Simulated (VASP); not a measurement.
Here is a VASP 6.6.1 calculation.

The input INCAR:

```
ALGO = Normal ; EDIFF = 1E-7
EDIFFG = -0.05 ; ENCUT = 600
GGA = PS ; IBRION = 2
ISIF = 3 ; ISMEAR = 0
LASPH = True ; LCHARG = False
LREAL = False ; LWAVE = False
NELM = 60 ; NSW = 80
PREC = Accurate ; PSTRESS = 211.0
SIGMA = 0.1
```

Contents of KPOINTS:

```
k-points
0
Gamma
  10 10 10
```

POSCAR

```
Cu
1.0
    0.0000000000      1.7241115103      1.7241115103
    1.7241115103      0.0000000000      1.7241115103
    1.7241115103      1.7241115103      0.0000000000
Cu
1
Direct
    0.0000000000      0.0000000000      0.0000000000
```

Potentials or basis: VASP PAW PBE potentials, release 64 (Cu).

Command:

```sh
$ cat potpaw_PBE.64/Cu/POTCAR > POTCAR
$ mpirun -np 1 vasp_std > vasp.out
```

(1) Predict the relaxed volume.

(2) What does it give for the relaxed cell?

## Answers

(1) 10.28 Å³/atom.

(2) a = 2.441 Å, b = 2.441 Å, c = 2.441 Å, α = 60.00°, β = 60.00°, γ = 60.00°.

Caveat: the cell is relaxed towards a set pressure, so the enthalpy falls and the energy may rise; the PAW data sets were made with another functional, which shifts forces and pressure a little.
